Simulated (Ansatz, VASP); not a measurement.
Ba3Pb2 in VASP and in Ansatz

INCAR

```
SYSTEM = Ba3Pb2
ALGO = Fast
EDIFF = 1E-6
EDIFFG = -0.01
ENCUT = 600
GGA = PE
IBRION = 2
ISIF = 3
ISMEAR = 0
LASPH = .True.
LCHARG = .False.
LREAL = .False.
LWAVE = .False.
NELM = 80
NSW = 100
PREC = Accurate
SIGMA = 0.1
```

The input KPOINTS:

```
k-points
0
Gamma
  6 6 6
  0 0 0
```

File POSCAR:

```
Ba3Pb2
1.0
    6.5852354185      0.0000000000      0.0000000000
    0.0000000000      6.5852354185      0.0000000000
    0.0000000000      0.0000000000      6.5852354185
Ba Pb
3 2
Direct
    0.5000000000      0.0000000000      0.0000000000
    0.0000000000      0.5000000000      0.0000000000
    0.0000000000      0.0000000000      0.5000000000
    0.0000000000      0.0000000000      0.0000000000
    0.5000000000      0.5000000000      0.5000000000
```

Input for Ansatz:

```yaml
crystal:
  lattice:
    - [6.5852354185, 0.0, 0.0]
    - [0.0, 6.5852354185, 0.0]
    - [0.0, 0.0, 6.5852354185]
  atoms:
    - { symbol: Ba, position: [0.5, 0.0, 0.0] }
    - { symbol: Ba, position: [0.0, 0.5, 0.0] }
    - { symbol: Ba, position: [0.0, 0.0, 0.5] }
    - { symbol: Pb, position: [0.0, 0.0, 0.0] }
    - { symbol: Pb, position: [0.5, 0.5, 0.5] }
basis:
  ecutwfc: 420
kpoints:
  mp_grid: { grid: [6, 6, 6] }
hamiltonian:
  xc: pbe
scf:
  occupations: { method: gaussian, width: 0.1 }
output:
  forces: true
  stress: true
  eigenvalues: true
relax:
  adjacent_minimum: "off"
  f_tol: 0.01
  max_steps: 80
  cell: { stress_tol: 0.05 }
```

Alike in both runs: task relaxation of cell and atoms; functional PBE; k mesh 6 × 6 × 6; occupations gaussian, width 0.1 eV; no spin polarisation.

|  | VASP | Ansatz |
| --- | --- | --- |
| version | VASP 6.6.1 | Ansatz 0.2.0 |
| potentials or method | VASP PAW PBE potentials, release 64 (Ba_sv, Pb_d), cutoff 600 eV | scalar-relativistic, plane waves, PAW |
| valence electrons in the cell | 58 | 58 |

Ansatz gave:

- gap on the k mesh at the Fermi level, each at its own relaxed structure (eV): none
- relaxed volume (Å³/atom): 58.57
- relaxed cell length with the largest relative difference (Å): 6.641

Estimate VASP's values.

gap on the k mesh at the Fermi level, each at its own relaxed structure (eV): none; relaxed volume (Å³/atom): 59.13; relaxed cell length with the largest relative difference (Å): 6.662.

A gap of «none» marks a metal or a gap that the smearing closes.

Neither program's run includes spin-orbit coupling.
